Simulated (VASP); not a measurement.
# Cs (Im-3m) in VASP: single point with PBEsol

Aim: the single point of Cs with PBEsol.

All numbers are computed with VASP 6.6.1; they aren't measurements. Logs are shortened: lines on timing, memory, paths and dates and some standing lists are left out, and cuts for length are marked.

## (1) The cell of the first run

It takes space group Im-3m (No. 229, cubic). Conventional cell: a = 5.423 Å, b = 5.423 Å, c = 5.423 Å, α = 90.00°, β = 90.00°, γ = 90.00°.

## (2) Single point, PBEsol

INCAR reads:

```
SYSTEM = Cs
ALGO = Normal ; EDIFF = 1E-7
ENCUT = 520 ; GGA = PS
ISIF = 2 ; ISMEAR = -1
LASPH = .True. ; LCHARG = .False.
LREAL = .False. ; LWAVE = .False.
NBANDS = 10 ; NELM = 80
PREC = Accurate ; SIGMA = 0.05
```

KPOINTS reads:

```
k-points
0
Gamma
  10 10 10
  0 0 0
```

POSCAR reads:

```
Cs
1.0
   -2.7116020169      2.7116020169      2.7116020169
    2.7116020169     -2.7116020169      2.7116020169
    2.7116020169      2.7116020169     -2.7116020169
Cs
1
Direct
    0.0000000000      0.0000000000      0.0000000000
```

Potentials or basis: VASP PAW PBE potentials, release 64 (Cs_sv).

On the command line:

```sh
> cat potpaw_PBE.64/Cs_sv/POTCAR > POTCAR
> mpirun -np 1 vasp_std > vasp.out
```

OUTCAR:

```text
SYSTEM = Cs
   EDIFF = 1E-7
   ENCUT = 520
   GGA = PS
   ISIF = 2
   ISMEAR = -1
   LASPH = .True.
   LREAL = .False.
   NELM = 80
   PREC = Accurate

 ion  position               nearest neighbor table
   1  0.000  0.000  0.000-

  LATTYP: Found a body centered cubic cell.
 ALAT       =     5.4232040338

  Lattice vectors:

 A1 = (  -2.7116020169,   2.7116020169,   2.7116020169)
 A2 = (   2.7116020169,  -2.7116020169,   2.7116020169)
 A3 = (   2.7116020169,   2.7116020169,  -2.7116020169)

Analysis of symmetry for initial positions (statically):
=====================================================================
 Subroutine PRICEL returns:
 Original cell was already a primitive cell.

 Routine SETGRP: Setting up the symmetry group for a
 body centered cubic supercell.

 Subroutine GETGRP returns: Found 48 space group operations
[... 9 lines left out ...]

 Routine SETGRP: Setting up the symmetry group for a
 body centered cubic supercell.

 Subroutine GETGRP returns: Found 48 space group operations
[... 11 lines left out ...]
                                     Primitive cell

  volume of cell :      79.7513

  direct lattice vectors                    reciprocal lattice vectors
    -2.711602017  2.711602017  2.711602017     0.000000000  0.184392841  0.184392841
     2.711602017 -2.711602017  2.711602017     0.184392841  0.000000000  0.184392841
     2.711602017  2.711602017 -2.711602017     0.184392841  0.184392841  0.000000000

  length of vectors
     4.696632463  4.696632463  4.696632463     0.260770857  0.260770857  0.260770857

  position of ions in fractional coordinates (direct lattice)
     0.000000000  0.000000000  0.000000000

  ion indices of the primitive-cell ions
   primitive index   ion index
                 1           1

----------------------------------------------------------------------------------------

 KPOINTS: k-points

Automatic generation of k-mesh.
 Grid dimensions read from file:
 generate k-points for:   10   10   10

 Generating k-lattice:

  Cartesian coordinates                     Fractional coordinates (reciprocal lattice)
     0.000000000  0.018439284  0.018439284     0.100000000  0.000000000  0.000000000
     0.018439284  0.000000000  0.018439284     0.000000000  0.100000000  0.000000000
     0.018439284  0.018439284  0.000000000     0.000000000  0.000000000  0.100000000

  Length of vectors
     0.026077086  0.026077086  0.026077086

  Shift w.r.t. Gamma in fractional coordinates (k-lattice)
     0.000000000  0.000000000  0.000000000

 Subroutine IBZKPT returns following result:
 ===========================================

 Found     47 irreducible k-points:

 Following reciprocal coordinates:
            Coordinates               Weight
  0.000000  0.000000  0.000000      1.000000
  0.100000  0.000000  0.000000     12.000000
  0.200000  0.000000  0.000000     12.000000
  0.300000  0.000000  0.000000     12.000000
  0.400000  0.000000  0.000000     12.000000
  0.500000  0.000000  0.000000      6.000000
[... 16 lines left out ...]
  0.300000  0.300000  0.100000      8.000000
 -0.300000  0.300000  0.100000     24.000000
 [... further k-points ...]
   k-points           NKPTS =     47   k-points in BZ     NKDIM =     47   number of bands    NBANDS=     10
   number of dos      NEDOS =    301   number of ions     NIONS =      1
   total plane-waves  NPLWV =  46656
   dimension x,y,z NGX =    36 NGY =   36 NGZ =   36
   dimension x,y,z NGXF=    72 NGYF=   72 NGZF=   72
   ions per type =               1
   NGX,Y,Z   is equivalent  to a cutoff of  12.74, 12.74, 12.74 a.u.
   NGXF,Y,Z  is equivalent  to a cutoff of  25.49, 25.49, 25.49 a.u.
 SYSTEM =  Cs
   PREC   = accura    normal or accurate (medium, high low for compatibility)
   ISTART =      0    job   : 0-new  1-cont  2-samecut
   ICHARG =      2    charge: 1-file 2-atom 10-const
   ISPIN  =      1    spin polarized calculation?
   LNONCOLLINEAR =      F non collinear calculations
   LSORBIT =      F    spin-orbit coupling
   LASPH  =      T    aspherical Exc in radial PAW
   ENCUT  =  520.0 eV  38.22 Ry    6.18 a.u.   8.73  8.73  8.73*2*pi/ulx,y,z
   NELM   =     80;   NELMIN=  2; NELMDL= -5     # of ELM steps
   EDIFF  = 0.1E-06   stopping-criterion for ELM
   LREAL  =      F    real-space projection
   EDIFFG = 0.1E-05   stopping-criterion for IOM
   NSW    =      0    number of steps for IOM
   IBRION =     -1    ionic relax: 0-MD 1-quasi-New 2-CG
   NFREE  =      0    steps in history (QN), initial steepest desc. (CG)
   ISIF   =      2    stress and relaxation
   ISYM   =      2    0-nonsym 1-usesym 2-fastsym
   POTIM  = 0.5000    time-step for ionic-motion
   TEBEG  =    0.0;   TEEND  =   0.0 temperature during run
   PSTRESS=    0.0 pullay stress
   NELECT =       9.0000    total number of electrons
   NUPDOWN=      -1.0000    fix difference up-down
   EMIN   =  10.00;   EMAX   =-10.00  energy-range for DOS
   EFERMI =   0.00;   METHOD = LEGACY
   ISMEAR =    -1;   SIGMA  =   0.05  broadening in eV -4-tet -1-fermi 0-gaus
   EFERMI_NEDOS =   21; number of points for ismear=-14 and -15
   IALGO  =     38    algorithm
   IMIX   =      4    mixing-type and parameters
     AMIX     =   0.40;   BMIX     =  1.00
     AMIX_MAG =   1.60;   BMIX_MAG =  1.00
  volume/ion in A,a.u.               =      79.75       538.19
  Fermi-wavevector in a.u.,A,eV,Ry     =   0.791121  1.495002  8.515517  0.625873
  Thomas-Fermi vector in A             =   1.896599
   LORBIT       =      0    0 simple, 1 ext, 2 COOP (PROOUT), +10 PAW based schemes
   GGA     = PS    functional components
   LHFCALC =     F    Hartree Fock is set to
   AEXX    =    0.0000 exact exchange contribution
   IVDW    =     0    specifies the selected vdW correction
   LEPSILON=     F    determine dielectric tensor
   LRPA    =     F    only Hartree local field effects (RPA)
 non-spin polarized calculation
  energy-cutoff  :      520.00
  volume of cell :       79.75
 maximum number of plane-waves:      2214
   NGX = 17   NGY = 17   NGZ = 17

 number of electron       8.9999998 magnetization

 Free energy of the ion-electron system (eV)
  ---------------------------------------------------
  ext. energy  EPLUGINS =         0.00000000
  ---------------------------------------------------
  free energy    TOTEN  =        -0.87218598 eV

  energy without entropy =       -0.86137312  energy(sigma->0) =       -0.86677955

 E-fermi :   1.4529     XC(G=0):  -6.5302

 val. band max:        1.4211371704   @ k =   0.3000   0.1000   0.1000
 cond. band min:       1.4957150949   @ k =   0.2000   0.2000   0.1000
 fundamental gap:      0.0745779246
 Fermi energy:         1.4528952384

 k-point     1 :       0.0000    0.0000    0.0000
  band No.  band energies     occupation
      1     -22.2574      2.00000
      2      -8.8590      2.00000
      3      -8.8590      2.00000
      4      -8.8590      2.00000
      5      -0.6048      2.00000
      6       4.1356      0.00000
      7       4.1356      0.00000
      8       4.1356      0.00000
      9       5.3321      0.00000
     10       5.3321      0.00000

 k-point     2 :       0.1000    0.0000    0.0000
  band No.  band energies     occupation
      1     -22.2540      2.00000
      2      -8.9058      2.00000
      3      -8.8727      2.00000
      4      -8.8594      2.00000
      5      -0.4391      2.00000
      6       3.9681      0.00000
      7       4.0003      0.00000
      8       4.3042      0.00000
      9       5.0806      0.00000
     10       5.2959      0.00000

 k-point     3 :       0.2000    0.0000    0.0000
  band No.  band energies     occupation
      1     -22.2451      2.00000
      2      -9.0239      2.00000
      3      -8.9082      2.00000
      4      -8.8606      2.00000
      5       0.0125      2.00000
      6       3.5149      0.00000
      7       3.6165      0.00000
      8       4.7999      0.00000
      9       5.0456      0.00000
     10       5.2753      0.00000

 k-point     4 :       0.3000    0.0000    0.0000
  band No.  band energies     occupation
      1     -22.2341      2.00000
      2      -9.1619      2.00000
      3      -8.9513      2.00000
      4      -8.8621      2.00000
      5       0.6098      2.00000
      6       3.0356      0.00000
      7       3.2810      0.00000
      8       5.2595      0.00000
      9       5.3908      0.00000
     10       5.5928      0.00000

 k-point     5 :       0.4000    0.0000    0.0000
  band No.  band energies     occupation
      1     -22.2251      2.00000
      2      -9.2680      2.00000
      3      -8.9855      2.00000
      4      -8.8633      2.00000
      5       1.0958      1.99842
      6       2.8635      0.00000
      7       3.0567      0.00000
      8       5.3617      0.00000
      9       5.6880      0.00000
     10       6.6209      0.00000

 k-point     6 :       0.5000    0.0000    0.0000
  band No.  band energies     occupation
      1     -22.2216      2.00000
      2      -9.3073      2.00000
      3      -8.9984      2.00000
      4      -8.8638      2.00000
      5       1.2542      1.96308
      6       2.9049      0.00000
      7       2.9788      0.00000
      8       5.3021      0.00000
      9       6.0036      0.00000
     10       6.5856      0.00000
[... 183 lines left out ...]
 k-point    21 :       0.3000    0.2000    0.1000
  band No.  band energies     occupation
      1     -22.2203      2.00000
      2      -9.2162      2.00000
      3      -9.0606      2.00000
      4      -8.9427      2.00000
      5       1.9485      0.00010
      6       2.6176      0.00000
      7       2.7173      0.00000
      8       5.6002      0.00000
      9       5.9519      0.00000
     10       6.2373      0.00000

 k-point    22 :      -0.2000    0.2000    0.1000
  band No.  band energies     occupation
      1     -22.2420      2.00000
      2      -9.0253      2.00000
      3      -8.9228      2.00000
      4      -8.8951      2.00000
      5       0.1613      2.00000
      6       3.5351      0.00000
      7       3.7279      0.00000
      8       4.3342      0.00000
      9       4.7352      0.00000
     10       5.8090      0.00000

 k-point    23 :       0.3000    0.3000    0.1000
  band No.  band energies     occupation
      1     -22.2190      2.00000
      2      -9.1447      2.00000
      3      -9.1447      2.00000
      4      -8.9563      2.00000
      5       2.3047      0.00000
      6       2.5744      0.00000
      7       2.5744      0.00000
      8       5.5557      0.00000
      9       5.9412      0.00000
     10       5.9412      0.00000

 k-point    24 :      -0.3000    0.3000    0.1000
  band No.  band energies     occupation
      1     -22.2312      2.00000
      2      -9.1555      2.00000
      3      -8.9667      2.00000
      4      -8.8950      2.00000
      5       0.7483      2.00000
      6       2.9868      0.00000
      7       3.4217      0.00000
      8       4.5476      0.00000
      9       5.5202      0.00000
     10       5.9068      0.00000

 [... further k-points ...]

------------------------ aborting loop because EDIFF is reached ----------------------------------------

  FORCE on cell =-STRESS in cart. coord.  units (eV):
  Direction    XX          YY          ZZ          XY          YZ          ZX
  --------------------------------------------------------------------------------------
  -------------------------------------------------------------------------------------
  Total        0.4929746      0.4929746      0.4929746      0.0000000     -0.0000000     -0.0000000
  in kB        9.9036959      9.9036959      9.9036959      0.0000000     -0.0000000     -0.0000000
  external PRESSURE =       9.9036959 kB  Pullay stress =       0.0000000 kB

 VOLUME and BASIS-vectors are now :
 -----------------------------------------------------------------------------
  energy-cutoff  :      520.00
  volume of cell :       79.75
      direct lattice vectors                 reciprocal lattice vectors
    -2.711602017  2.711602017  2.711602017     0.000000000  0.184392841  0.184392841
     2.711602017 -2.711602017  2.711602017     0.184392841  0.000000000  0.184392841
     2.711602017  2.711602017 -2.711602017     0.184392841  0.184392841  0.000000000

 POSITION                                       TOTAL-FORCE (eV/Angst)
 -----------------------------------------------------------------------------------
      0.00000      0.00000      0.00000         0.000000     -0.000000      0.000000
 -----------------------------------------------------------------------------------
    total drift:                                0.000000     -0.000000      0.000000

  FREE ENERGIE OF THE ION-ELECTRON SYSTEM (eV)
  ---------------------------------------------------
  free  energy   TOTEN  =        -0.8721859770 eV

  energy  without entropy=       -0.8613731248  energy(sigma->0) =       -0.86677955
```

Wall time 15 s (1 thread of AMD EPYC 9R45 (Zen 5), shared host); peak memory 0.18 GiB.

Results:

```
Free energy : -0.8722 eV
Pressure    : 1.0 GPa
```

Levels at points of the mesh, in eV from the Fermi level:
| k point | band 1 | band 2 | band 3 | band 4 | band 5 | band 6 | band 7 | band 8 | band 9 |
| --- | --- | --- | --- | --- | --- | --- | --- | --- | --- |
| (0.00, 0.00, 0.00) | -23.71 | -10.31 | -10.31 | -10.31 | -2.06 | 2.68 | 2.68 | 2.68 | 3.88 |
| (0.50, 0.00, 0.00) | -23.67 | -10.76 | -10.45 | -10.32 | -0.20 | 1.45 | 1.53 | 3.85 | 4.55 |
| (0.50, 0.50, 0.50) | -23.65 | -10.62 | -10.62 | -10.62 | 0.23 | 0.23 | 4.14 | 4.14 | 4.14 |

Caveat: the PAW data sets were made with another functional, which shifts forces and pressure a little; spin-orbit coupling is left out, which moves the levels of the heavy elements.
